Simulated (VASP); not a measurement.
# Ru (P6_3/mmc) in VASP: single point with LDA

Aim: the single point of Ru with LDA.

All numbers are computed with VASP 6.6.1; they aren't measurements. Logs are shortened: lines on timing, memory, paths and dates and some standing lists are left out, and cuts for length are marked.

### 1 The cell of the first run

Symmetry: P6_3/mmc, No. 194, hexagonal system. The conventional cell has a = 2.676 Å, b = 2.676 Å, c = 4.226 Å, α = 90.00°, β = 90.00°, γ = 120.00°. Ru (site symmetry -6m2) has 12 Ru at 2.62 to 2.68 Å within 3.5 Å.

### 2 Single point, LDA

The input, INCAR:

```
SYSTEM = Ru
PREC = Accurate
ENCUT = 560
EDIFF = 1E-6
ISMEAR = -1
SIGMA = 0.15
LREAL = .False.
LASPH = .True.
NELM = 120
ALGO = Normal
ISIF = 2
LWAVE = .False.
LCHARG = .True.
GGA = CA
LELF = .True.
LVHAR = .True.
NBANDS = 23
GGA_COMPAT = .False.
```

The input, KPOINTS:

```
Automatic mesh
0
Gamma
  18 18 10
  0 0 0
```

The input, POSCAR:

```
Ru
1.0
    2.6758287514      0.0000000000      0.0000000000
   -1.3379143757      2.3173356749      0.0000000000
    0.0000000000      0.0000000000      4.2263843414
Ru
2
Direct
    0.3333333333      0.6666666667      0.2500000000
    0.6666666667      0.3333333333      0.7500000000
```

Potentials or basis: VASP PAW LDA potentials, release 64 (Ru_sv).

Run with:

```bash
> cat potpaw_LDA.64/Ru_sv/POTCAR > POTCAR
> mpirun -np 1 vasp_std > vasp.out
```

OUTCAR:

```text
SYSTEM = Ru
   PREC = Accurate
   ENCUT = 560
   EDIFF = 1E-6
   ISMEAR = -1
   LREAL = .False.
   LASPH = .True.
   NELM = 120
   ISIF = 2
   GGA = CA

 ion  position               nearest neighbor table
   1  0.333  0.667  0.250-   2 2.62   2 2.62   2 2.62   2 2.62   2 2.62   2 2.62
   2  0.667  0.333  0.750-   1 2.62   1 2.62   1 2.62   1 2.62   1 2.62   1 2.62

  LATTYP: Found a hexagonal cell.
 ALAT       =     2.6758287514
 C/A-ratio  =     1.5794674226

  Lattice vectors:

 A1 = (   2.6758287514,   0.0000000000,   0.0000000000)
 A2 = (  -1.3379143757,   2.3173356749,   0.0000000000)
 A3 = (   0.0000000000,   0.0000000000,   4.2263843414)

Analysis of symmetry for initial positions (statically):
=====================================================================
 Subroutine PRICEL returns:
 Original cell was already a primitive cell.

 Routine SETGRP: Setting up the symmetry group for a
 hexagonal supercell.

 Subroutine GETGRP returns: Found 24 space group operations
 (whereof 12 operations were pure point group operations)
 out of a pool of 24 trial point group operations.

The static configuration has the point symmetry D_3d.
 The point group associated with its full space group is D_6h.

Analysis of symmetry for dynamics (positions and initial velocities):
=====================================================================
 Subroutine PRICEL returns:
 Original cell was already a primitive cell.

 Routine SETGRP: Setting up the symmetry group for a
 hexagonal supercell.

 Subroutine GETGRP returns: Found 24 space group operations
 (whereof 12 operations were pure point group operations)
 out of a pool of 24 trial point group operations.

The dynamic configuration has the point symmetry D_3d.
 The point group associated with its full space group is D_6h.

 Subroutine INISYM returns: Found 24 space group operations
 (whereof 12 operations are pure point group operations),
 and found     1 'primitive' translations

----------------------------------------------------------------------------------------

                                     Primitive cell

  volume of cell :      26.2069

  direct lattice vectors                    reciprocal lattice vectors
     2.675828751  0.000000000  0.000000000     0.373715993  0.215765029  0.000000000
    -1.337914376  2.317335675  0.000000000     0.000000000  0.431530059  0.000000000
     0.000000000  0.000000000  4.226384341     0.000000000  0.000000000  0.236608865

  length of vectors
     2.675828751  2.675828751  4.226384341     0.431530059  0.431530059  0.236608865

  position of ions in fractional coordinates (direct lattice)
     0.333333333  0.666666667  0.250000000
     0.666666667  0.333333333  0.750000000

  ion indices of the primitive-cell ions
   primitive index   ion index
                 1           1
                 2           2

----------------------------------------------------------------------------------------

 KPOINTS: Automatic mesh

Automatic generation of k-mesh.
 Grid dimensions read from file:
 generate k-points for:   18   18   10

 Generating k-lattice:

  Cartesian coordinates                     Fractional coordinates (reciprocal lattice)
     0.020762000  0.011986946  0.000000000     0.055555556 -0.000000000  0.000000000
     0.000000000  0.023973892  0.000000000     0.000000000  0.055555556  0.000000000
     0.000000000  0.000000000  0.023660886     0.000000000  0.000000000  0.100000000

  Length of vectors
     0.023973892  0.023973892  0.023660886

  Shift w.r.t. Gamma in fractional coordinates (k-lattice)
     0.000000000  0.000000000  0.000000000

 Subroutine IBZKPT returns following result:
 ===========================================

 Found    222 irreducible k-points:

 Following reciprocal coordinates:
            Coordinates               Weight
  0.000000  0.000000  0.000000      1.000000
  0.055556 -0.000000  0.000000      6.000000
  0.111111 -0.000000  0.000000      6.000000
  0.166667  0.000000  0.000000      6.000000
  0.222222  0.000000  0.000000      6.000000
  0.277778  0.000000  0.000000      6.000000
[... 16 lines left out ...]
  0.333333  0.111111  0.000000     12.000000
  0.388889  0.111111  0.000000     12.000000
 [... further k-points ...]
   k-points           NKPTS =    222   k-points in BZ     NKDIM =    222   number of bands    NBANDS=     23
   number of dos      NEDOS =    301   number of ions     NIONS =      2
   total plane-waves  NPLWV =  20736
   dimension x,y,z NGX =    24 NGY =   24 NGZ =   36
   dimension x,y,z NGXF=    48 NGYF=   48 NGZF=   72
   ions per type =               2
   NGX,Y,Z   is equivalent  to a cutoff of  14.91, 14.91, 14.16 a.u.
   NGXF,Y,Z  is equivalent  to a cutoff of  29.82, 29.82, 28.32 a.u.
 SYSTEM =  Ru
   PREC   = accura    normal or accurate (medium, high low for compatibility)
   ISTART =      0    job   : 0-new  1-cont  2-samecut
   ICHARG =      2    charge: 1-file 2-atom 10-const
   ISPIN  =      1    spin polarized calculation?
   LNONCOLLINEAR =      F non collinear calculations
   LSORBIT =      F    spin-orbit coupling
   LASPH  =      T    aspherical Exc in radial PAW
   ENCUT  =  560.0 eV  41.16 Ry    6.42 a.u.   5.16  5.16  8.15*2*pi/ulx,y,z
   NELM   =    120;   NELMIN=  2; NELMDL= -5     # of ELM steps
   EDIFF  = 0.1E-05   stopping-criterion for ELM
   LREAL  =      F    real-space projection
[... 7 lines left out ...]
   TEBEG  =    0.0;   TEEND  =   0.0 temperature during run
   PSTRESS=    0.0 pullay stress
   NELECT =      32.0000    total number of electrons
   NUPDOWN=      -1.0000    fix difference up-down
   EMIN   =  10.00;   EMAX   =-10.00  energy-range for DOS
   EFERMI =   0.00;   METHOD = LEGACY
   ISMEAR =    -1;   SIGMA  =   0.15  broadening in eV -4-tet -1-fermi 0-gaus
   EFERMI_NEDOS =   21; number of points for ismear=-14 and -15
   IALGO  =     38    algorithm
   IMIX   =      4    mixing-type and parameters
     AMIX     =   0.40;   BMIX     =  1.00
     AMIX_MAG =   1.60;   BMIX_MAG =  1.00
  volume/ion in A,a.u.               =      13.10        88.43
  Fermi-wavevector in a.u.,A,eV,Ry     =   1.749791  3.306625 41.657870  3.061767
  Thomas-Fermi vector in A             =   2.820635
   LORBIT       =      0    0 simple, 1 ext, 2 COOP (PROOUT), +10 PAW based schemes
   GGA     = CA    functional components
   LHFCALC =     F    Hartree Fock is set to
   AEXX    =    0.0000 exact exchange contribution
   IVDW    =     0    specifies the selected vdW correction
   LEPSILON=     F    determine dielectric tensor
   LRPA    =     F    only Hartree local field effects (RPA)
 non-spin polarized calculation
  energy-cutoff  :      560.00
  volume of cell :       26.21
 maximum number of plane-waves:       808
 NGX is ok and might be reduce to    24
   NGX = 11   NGY = 11   NGZ = 17

 number of electron      32.0000002 magnetization

 Free energy of the ion-electron system (eV)
  ---------------------------------------------------
  ext. energy  EPLUGINS =         0.00000000
  ---------------------------------------------------
  free energy    TOTEN  =       -21.45816225 eV

  energy without entropy =      -21.34098842  energy(sigma->0) =      -21.39957534

 E-fermi :  15.7071     XC(G=0): -14.7362

 val. band max:       15.7048110452   @ k =   0.2222   0.1111   0.1000
 cond. band min:      15.7140193332   @ k =   0.0556  -0.0000   0.1000
 fundamental gap:      0.0092082879
 Fermi energy:        15.7071169378

 k-point     1 :       0.0000    0.0000    0.0000
  band No.  band energies     occupation
      1     -57.1151      2.00000
      2     -56.8704      2.00000
      3     -27.9024      2.00000
      4     -26.8335      2.00000
      5     -26.8335      2.00000
      6     -26.6387      2.00000
[... 15 lines left out ...]
     22      30.5700      0.00000
     23      33.1298      0.00000

 k-point     2 :       0.0556   -0.0000    0.0000
  band No.  band energies     occupation
      1     -57.1097      2.00000
      2     -56.8683      2.00000
      3     -27.8904      2.00000
      4     -26.8594      2.00000
      5     -26.8423      2.00000
      6     -26.6655      2.00000
[... 15 lines left out ...]
     22      30.7873      0.00000
     23      33.2706      0.00000

 k-point     3 :       0.1111   -0.0000    0.0000
  band No.  band energies     occupation
      1     -57.0942      2.00000
      2     -56.8624      2.00000
      3     -27.8549      2.00000
      4     -26.9337      2.00000
      5     -26.8671      2.00000
      6     -26.7421      2.00000
[... 15 lines left out ...]
     22      31.3537      0.00000
     23      33.6388      0.00000

 k-point     4 :       0.1667    0.0000    0.0000
  band No.  band energies     occupation
      1     -57.0698      2.00000
      2     -56.8538      2.00000
      3     -27.7981      2.00000
      4     -27.0476      2.00000
      5     -26.9041      2.00000
      6     -26.8573      2.00000
[... 15 lines left out ...]
     22      31.8239      0.00000
     23      33.8576      0.00000

 k-point     5 :       0.2222    0.0000    0.0000
  band No.  band energies     occupation
      1     -57.0391      2.00000
      2     -56.8441      2.00000
      3     -27.7236      2.00000
      4     -27.1872      2.00000
      5     -26.9953      2.00000
      6     -26.9482      2.00000
[... 15 lines left out ...]
     22      31.0605      0.00000
     23      33.0626      0.00000

 k-point     6 :       0.2778    0.0000    0.0000
  band No.  band energies     occupation
      1     -57.0047      2.00000
      2     -56.8352      2.00000
      3     -27.6362      2.00000
      4     -27.3356      2.00000
      5     -27.1384      2.00000
      6     -26.9936      2.00000
[... 15 lines left out ...]
     22      29.3553      0.00000
     23      32.0723      0.00000

 k-point     7 :       0.3333    0.0000    0.0000
  band No.  band energies     occupation
      1     -56.9702      2.00000
      2     -56.8289      2.00000
      3     -27.5425      2.00000
      4     -27.4747      2.00000
      5     -27.2695      2.00000
      6     -27.0354      2.00000
[... 353 lines left out ...]
     22      31.1021      0.00000
     23      32.0713      0.00000

 k-point    21 :       0.2222    0.1111    0.0000
  band No.  band energies     occupation
      1     -56.9938      2.00000
      2     -56.8328      2.00000
      3     -27.6074      2.00000
      4     -27.3293      2.00000
      5     -27.2151      2.00000
      6     -26.9844      2.00000
[... 15 lines left out ...]
     22      29.2875      0.00000
     23      30.9189      0.00000

 k-point    22 :       0.2778    0.1111    0.0000
  band No.  band energies     occupation
      1     -56.9606      2.00000
      2     -56.8277      2.00000
      3     -27.5154      2.00000
      4     -27.4591      2.00000
      5     -27.3041      2.00000
      6     -27.0512      2.00000
[... 15 lines left out ...]
     22      27.4356      0.00000
     23      29.7330      0.00000

 k-point    23 :       0.3333    0.1111    0.0000
  band No.  band energies     occupation
      1     -56.9307      2.00000
      2     -56.8262      2.00000
      3     -27.5650      2.00000
      4     -27.4255      2.00000
      5     -27.3753      2.00000
      6     -27.1051      2.00000
[... 15 lines left out ...]
     22      27.2442      0.00000
     23      28.6590      0.00000

 k-point    24 :       0.3889    0.1111    0.0000
  band No.  band energies     occupation
      1     -56.9085      2.00000
      2     -56.8278      2.00000
      3     -27.6339      2.00000
      4     -27.4218      2.00000
      5     -27.3526      2.00000
      6     -27.1397      2.00000
[... 15 lines left out ...]
     22      27.8878      0.00000
     23      28.1937      0.00000

 [... further k-points ...]
[... 5 lines left out ...]
  --------------------------------------------------------------------------------------
  -------------------------------------------------------------------------------------
  Total        0.0891830      0.0891830      0.0903457      0.0000000      0.0000000      0.0000000
  in kB        5.4522587      5.4522587      5.5233412      0.0000000      0.0000000      0.0000000
  external PRESSURE =       5.4759529 kB  Pullay stress =       0.0000000 kB

 VOLUME and BASIS-vectors are now :
 -----------------------------------------------------------------------------
  energy-cutoff  :      560.00
  volume of cell :       26.21
      direct lattice vectors                 reciprocal lattice vectors
     2.675828751  0.000000000  0.000000000     0.373715993  0.215765029  0.000000000
    -1.337914376  2.317335675  0.000000000     0.000000000  0.431530059  0.000000000
     0.000000000  0.000000000  4.226384341     0.000000000  0.000000000  0.236608865

 POSITION                                       TOTAL-FORCE (eV/Angst)
 -----------------------------------------------------------------------------------
     -0.00000      1.54489      1.05660         0.000000      0.000000      0.000000
      1.33791      0.77245      3.16979        -0.000000     -0.000000      0.000000
 -----------------------------------------------------------------------------------
    total drift:                                0.000000     -0.000000      0.000000

  FREE ENERGIE OF THE ION-ELECTRON SYSTEM (eV)
  ---------------------------------------------------
  free  energy   TOTEN  =       -21.4581622480 eV

  energy  without entropy=      -21.3409884232  energy(sigma->0) =      -21.39957534
```

Run time: 84 s. Hardware: 1 thread of Intel Xeon Platinum 8259CL at 2.50GHz (Skylake/Cascade Lake), shared host; peak memory 0.22 GiB.

What came out:

```
Free energy            : -21.4582 eV
Pressure               : 0.5 GPa
Band gap on the k mesh : zero (bands 16 and 17 overlap by 3.31 eV)
```
